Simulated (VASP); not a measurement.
Wanted: the native input for a VASP 6.6.1 run.

```yaml
Task: single point
Functional: PBE
Potentials_or_basis: VASP PAW PBE potentials, release 64 (Na_pv, Cl)
Cutoff: 520 eV
k_mesh: 4 × 4 × 4
Occupations: gaussian, width 0.01 eV
Spin: no spin polarisation
Dipole_correction: no
Further_INCAR_settings: ALGO = Normal; EDIFF = 1e-06; NBANDS = 14
```

The structure of NaCl lies in POSCAR:

```
NaCl
1.0
    0.0000000000      2.9148067784      2.7630904451
    2.9148067784      0.0000000000      2.7630904451
    2.9148067784      2.9148067784      0.0000000000
Na Cl
1 1
Direct
    0.0000000000      0.0000000000      0.0000000000
    0.5000000000      0.5000000000      0.5000000000
```

This cell differs from its parent crystal: epitaxial xy strain +4.0%.

The input as run:

INCAR

```
  ALGO = Normal
  EDIFF = 1E-6
  ENCUT = 520
  GGA = PE
  ISIF = 2
  ISMEAR = 0
  LASPH = True
  LCHARG = True
  LELF = True
  LREAL = False
  LVHAR = True
  LWAVE = False
  NBANDS = 14
  NELM = 100
  PREC = Accurate
  SIGMA = 0.01
```

KPOINTS

```
k-points
0
Gamma
  4 4 4
```

Potentials or basis: VASP PAW PBE potentials, release 64 (Na_pv, Cl).

The run is started by

```sh
$ cat potpaw_PBE.64/Na_pv/POTCAR potpaw_PBE.64/Cl/POTCAR > POTCAR
$ mpirun -np 1 vasp_std > vasp.out
```

It gave:

The pressure is -0.2 GPa and the band gap on the k mesh is 4.92 eV, direct.

Caveat: the k points lie up to 0.48 Å⁻¹ apart; the cell differs from its parent crystal (epitaxial xy strain +4.0%).

It took 4.3 s on 1 thread of Intel(R) Xeon(R) 6975P-C (Granite Rapids), on a shared host, peak memory 0.16 GiB.
